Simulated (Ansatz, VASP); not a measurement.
One calculation of Fe, two programs

INCAR

```
ALGO     = Normal         # electronic algorithm
EDIFF    = 1E-6           # SCF threshold, eV
ENCUT    = 690            # plane-wave cutoff, eV
GGA      = PE             # functional
GGA_COMPAT= False        
ISIF     = 2              # what is computed and relaxed
ISMEAR   = -1             # smearing method
LASPH    = True           # aspherical terms in the spheres
LCHARG   = False          # write CHGCAR
LREAL    = False          # projectors in reciprocal space
LWAVE    = False          # write WAVECAR
NBANDS   = 23             # bands
NELM     = 120            # most SCF steps
PREC     = Accurate       # precision mode
SIGMA    = 0.1            # smearing width, eV
```

File KPOINTS:

```
k-points
0
Gamma
  13 13 13
```

The input POSCAR:

```
Fe
1.0
    0.0000000000      2.3361040874      2.3361040874
    2.3361040874      0.0000000000      2.3361040874
    2.3361040874      2.3361040874      0.0000000000
Fe
2
Direct
    0.1250000000      0.1250000000      0.1250000000
    0.8750000000      0.8750000000      0.8750000000
```

Input for Ansatz:

```yaml
crystal:
  lattice:
    - [0.0, 2.3361040874, 2.3361040874]
    - [2.3361040874, 0.0, 2.3361040874]
    - [2.3361040874, 2.3361040874, 0.0]
  atoms:
    - { symbol: Fe, position: [0.125, 0.125, 0.125] }
    - { symbol: Fe, position: [0.875, 0.875, 0.875] }
hamiltonian:
  xc: pbe
  pseudopotentials:
    kind: paw
    azcp:
      Fe: "pseudopotentials/Fe.paw.azcp"
basis:
  ecutwfc: 420
  fft_grid_basis: typed
kpoints:
  mp_grid: { grid: [13, 13, 13], shift: [0, 0, 0] }
magnetization:
  spin_polarized: false
scf:
  occupations: { method: fermi_dirac, width: 0.1 }
  lower_state_search: "off"
output:
  stress: true
```

Alike in both runs: task single point; functional PBE; k mesh 13 × 13 × 13; occupations fermi-dirac, width 0.1 eV; no spin polarisation.

|  | VASP | Ansatz |
| --- | --- | --- |
| version | VASP 6.6.1 | Ansatz 0.2.0 |
| potentials or method | VASP PAW PBE potentials, release 64 (Fe_sv), cutoff 690 eV | plane waves (420 eV) with PAW, scalar-relativistic |
| valence electrons in the cell | 32 | 32 |

|  | VASP | Ansatz | Ansatz less VASP |
| --- | --- | --- | --- |
| pressure (GPa) | 25.0 | 26.3 | +1.29 |
